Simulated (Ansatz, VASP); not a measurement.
InSe: VASP beside Ansatz

File INCAR:

```
SYSTEM = InSe
PREC = Accurate
ENCUT = 500
EDIFF = 1E-7
ISMEAR = 0
SIGMA = 0.01
LREAL = .FALSE.
LASPH = .TRUE.
NELM = 120
ALGO = Normal
ISIF = 3
LWAVE = .FALSE.
LCHARG = .FALSE.
GGA = PS
IVDW = 12
IBRION = 2
NSW = 80
EDIFFG = -0.01
GGA_COMPAT = .FALSE.
NELMIN = 4
```

KPOINTS

```
regular mesh
0
G
  6 6 6
  0 0 0
```

The input POSCAR:

```
InSe
1.0
    2.0000000000      1.1547005384      8.4400000000
   -2.0000000000      1.1547005384      8.4400000000
    0.0000000000     -2.3094010768      8.4400000000
In Se
2 2
Direct
    0.0000000000      0.0000000000      0.0000000000
    0.8885996667      0.8885996667      0.8885996667
    0.3835003333      0.3835003333      0.3835003333
    0.1719000000      0.1719000000      0.1719000000
```

Input for Ansatz:

```yaml
crystal:
  lattice:
    a: 4.0
    b: 4.0
    c: 25.32
    alpha: 90.0
    beta: 90.0
    gamma: 120.0
  space_group: 160
  atoms:
    - { symbol: In, position: [0.0, 0.0, 0.0] }
    - { symbol: In, position: [0.6666666666666666, 0.3333333333333333, 0.221933] }
    - { symbol: Se, position: [0.3333333333333333, 0.6666666666666666, 0.050167] }
    - { symbol: Se, position: [0.0, 0.0, 0.1719] }
  reduce_to_primitive: true
basis:
  ecutwfc: 600.0
kpoints:
  mp_grid:
    grid: [6, 6, 6]
    shift: [0.0, 0.0, 0.0]
hamiltonian:
  xc: pbesol
  dispersion: d3bj
scf:
  occupations:
    method: fixed
relax:
  cell: {}
```

Alike in both runs: task relaxation of cell and atoms; functional PBEsol; dispersion D3(BJ); k mesh 6 × 6 × 6; no spin polarisation.

|  | VASP | Ansatz |
| --- | --- | --- |
| version | VASP 6.6.1 | Ansatz 0.2.0 |
| potentials or method | VASP PAW PBE potentials, release 64 (In_d, Se), cutoff 500 eV | plane waves, PAW |
| occupations | gaussian, width 0.01 eV | fixed |
| valence electrons in the cell | 38 | 58 |

Ansatz gave:

```
relaxed volume (Å³/atom)                                     : 27.39
relaxed cell length with the largest relative difference (Å) : 8.373
```

Task: Estimate VASP's values.

Result: Relaxed volume (Å³/atom): 27.40; relaxed cell length with the largest relative difference (Å): 8.376.

VASP's potentials were made for PBE, not for PBEsol. VASP's potentials hold 38 valence electrons a cell and Ansatz's 58, so a difference there can come from the potentials and not from the codes.
